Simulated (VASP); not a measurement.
The system is Ge2Sb2Te5.

```
Te Sb Ge
1.0
     4.29406    0.00000    0.00000
    -2.14703    3.71877    0.00000
     0.00000    0.00000   17.10135
Te Sb Ge
5 2 2
Direct
  0.66667 0.33333 0.41989
  0.33333 0.66667 0.58011
  0.33333 0.66667 0.20154
  0.66667 0.33333 0.79846
  0.00000 0.00000 0.00000
  0.00000 0.00000 0.32007
  0.00000 0.00000 0.67993
  0.66667 0.33333 0.10290
  0.33333 0.66667 0.89711
```

* Program: VASP 6.6.1
* Task: relaxation of cell and atoms
* Functional: LDA
* Potentials or basis: VASP PAW LDA potentials, release 64 (Te, Sb, Ge_d)
* Cutoff: 600 eV
* k mesh: 7 × 7 × 2
* Occupations: fermi-dirac, width 0.05 eV
* Spin: no spin polarisation

At the start: pressure -3.1 GPa; volume 30.34 Å³/atom.

Question: How do energy, volume and symmetry change on relaxing?

Answer: Over 14 steps the energy falls by 22.0 meV/atom and the volume is 28.29 Å³/atom (-6.8 %); space group P-3m1 (No. 164, to 0.1 Å) before and after.

The path:
```tsv
step	energy change (eV)	largest force (eV/Å)	pressure (GPa)	volume (Å³)
1	0.0000	0.1601	-3.13	273.09
2	-0.1439	0.4820	1.56	250.30
3	-0.1751	0.2839	0.02	256.57
4	-0.1751	0.2740	-0.06	256.89
5	-0.1865	0.1556	-0.03	256.10
6	-0.1916	0.1251	-0.01	255.22
7	-0.1916	0.1274	0.01	255.12
8	-0.1946	0.0880	-0.02	255.03
9	-0.1975	0.0331	-0.03	254.87
10	-0.1976	0.0249	-0.03	254.82
11	-0.1977	0.0138	0.06	254.45
12	-0.1978	0.0121	0.03	254.51
13	-0.1978	0.0127	0.04	254.49
14	-0.1978	0.0098	0.01	254.63
```

Final structure:
```yaml
crystal:
  lattice:
    - [4.19969, 0.00000, 0.00000]
    - [-2.09985, 3.63704, 0.00000]
    - [0.00000, 0.00000, 16.67051]
  atoms:
    - { symbol: Te, position: [0.66667, 0.33333, 0.42180] }
    - { symbol: Te, position: [0.33333, 0.66667, 0.57820] }
    - { symbol: Te, position: [0.33333, 0.66667, 0.19927] }
    - { symbol: Te, position: [0.66667, 0.33333, 0.80073] }
    - { symbol: Te, position: [0.00000, 0.00000, 0.00000] }
    - { symbol: Sb, position: [0.00000, 0.00000, 0.31861] }
    - { symbol: Sb, position: [0.00000, 0.00000, 0.68139] }
    - { symbol: Ge, position: [0.66667, 0.33333, 0.10074] }
    - { symbol: Ge, position: [0.33333, 0.66667, 0.89926] }
```
